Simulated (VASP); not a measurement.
Set up this calculation in VASP 6.6.1, as the native input.

* Task: single point
* Functional: PBE
* Potentials or basis: VASP PAW PBE potentials, release 64 (Mg, Si, N)
* Cutoff: 520 eV
* k mesh: 6 × 6 × 4
* Occupations: gaussian, width 0.1 eV
* Spin: no spin polarisation
* Dipole correction: no
* Further INCAR settings: ALGO = Normal; EDIFF = 1e-06; NBANDS = 18

The structure of Mg3Si2N lies in POSCAR:

```
Mg3Si2N
1.0
    5.4834386741     -0.0000000031      0.0000000000
   -2.7417193343      4.7487971934      0.0000000000
    0.0000000000      0.0000000000      4.3793928932
Mg Si N
3 2 1
Direct
    0.5000000000      0.0000000000      0.5000000000
    0.0000000000      0.5000000000      0.5000000000
    0.5000000000      0.5000000000      0.5000000000
    0.3333333333      0.6666666667      0.0000000000
    0.6666666667      0.3333333333      0.0000000000
    0.0000000000      0.0000000000      0.0000000000
```

These files were run (other wordings do the same):

INCAR

```
  PREC = Accurate
  ENCUT = 520
  EDIFF = 1E-6
  ISMEAR = 0
  SIGMA = 0.1
  LREAL = False
  LASPH = True
  NELM = 80
  ALGO = Normal
  ISIF = 2
  LWAVE = False
  LCHARG = True
  GGA = PE
  LELF = True
  LVHAR = True
  NBANDS = 18
```

KPOINTS

```
regular mesh
0
Gamma
  6 6 4
```

Potentials or basis: VASP PAW PBE potentials, release 64 (Mg, Si, N).

The run is started by

```bash
$ cat potpaw_PBE.64/Mg/POTCAR potpaw_PBE.64/Si/POTCAR potpaw_PBE.64/N/POTCAR > POTCAR
$ mpirun -np 1 vasp_std > vasp.out
```

It gave:

```json
{"Pressure": "-0.1 GPa"}
```

Run time: 45 s on 1 thread of Intel(R) Xeon(R) Platinum 8259CL CPU @ 2.50GHz (Skylake/Cascade Lake) (shared host), peak memory 0.25 GiB.
